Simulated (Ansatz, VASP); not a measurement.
# Al3B2N in VASP and in Ansatz

The input INCAR:

```
ALGO = Normal
EDIFF = 1E-6
EDIFFG = -0.01
ENCUT = 600
GGA = PE
IBRION = 2
ISIF = 3
ISMEAR = 0
LASPH = T
LCHARG = F
LREAL = F
LWAVE = F
NELM = 100
NSW = 100
PREC = Accurate
SIGMA = 0.1
```

Contents of KPOINTS:

```
k-points
0
Gamma
  10 10 10
```

POSCAR

```
Al3B2N
1.0
    4.3085006842      0.0000000000      0.0000000000
    0.0000000000      4.3085006842      0.0000000000
    0.0000000000      0.0000000000      4.1272025571
Al B N
3 2 1
Direct
    0.0000000000      0.0000000000      0.0000000000
    0.0000000000      0.5000000000      0.5000000000
    0.5000000000      0.0000000000      0.5000000000
    0.0000000000      0.5000000000      0.0000000000
    0.5000000000      0.0000000000      0.0000000000
    0.5000000000      0.5000000000      0.0000000000
```

Input for Ansatz:

```yaml
crystal:
  lattice:
    - [4.3085006842, 0.0, 0.0]
    - [0.0, 4.3085006842, 0.0]
    - [0.0, 0.0, 4.1272025571]
  atoms:
    - { symbol: Al, position: [0.0, 0.0, 0.0] }
    - { symbol: Al, position: [0.0, 0.5, 0.5] }
    - { symbol: Al, position: [0.5, 0.0, 0.5] }
    - { symbol: B, position: [0.0, 0.5, 0.0] }
    - { symbol: B, position: [0.5, 0.0, 0.0] }
    - { symbol: "N", position: [0.5, 0.5, 0.0] }
basis:
  ecutwfc: 420
kpoints:
  mp_grid: { grid: [10, 10, 10] }
hamiltonian:
  xc: pbe
scf:
  occupations: { method: gaussian, width: 0.1 }
output:
  forces: true
  stress: true
  eigenvalues: true
relax:
  adjacent_minimum: "off"
  f_tol: 0.01
  max_steps: 80
  cell: { stress_tol: 0.05 }
```

Alike in both runs: task relaxation of cell and atoms; functional PBE; k mesh 10 × 10 × 10; occupations gaussian, width 0.1 eV; no spin polarisation.

|  | VASP | Ansatz |
| --- | --- | --- |
| version | VASP 6.6.1 | Ansatz 0.2.0 |
| potentials or method | VASP PAW PBE potentials, release 64 (Al, B, N), cutoff 600 eV | scalar-relativistic, plane waves, PAW |
| valence electrons in the cell | 20 | 20 |

VASP gave:

| Item | Value |
| --- | --- |
| gap on the k mesh at the Fermi level, each at its own relaxed structure (eV) | none |
| relaxed volume (Å³/atom) | 12.78 |
| relaxed cell length with the largest relative difference (Å) | 4.313 |

Q: Which values does Ansatz return?

A: gap on the k mesh at the Fermi level, each at its own relaxed structure (eV): none; relaxed volume (Å³/atom): 12.80; relaxed cell length with the largest relative difference (Å): 4.316.

A gap of «none» marks a metal or a gap that the smearing closes.
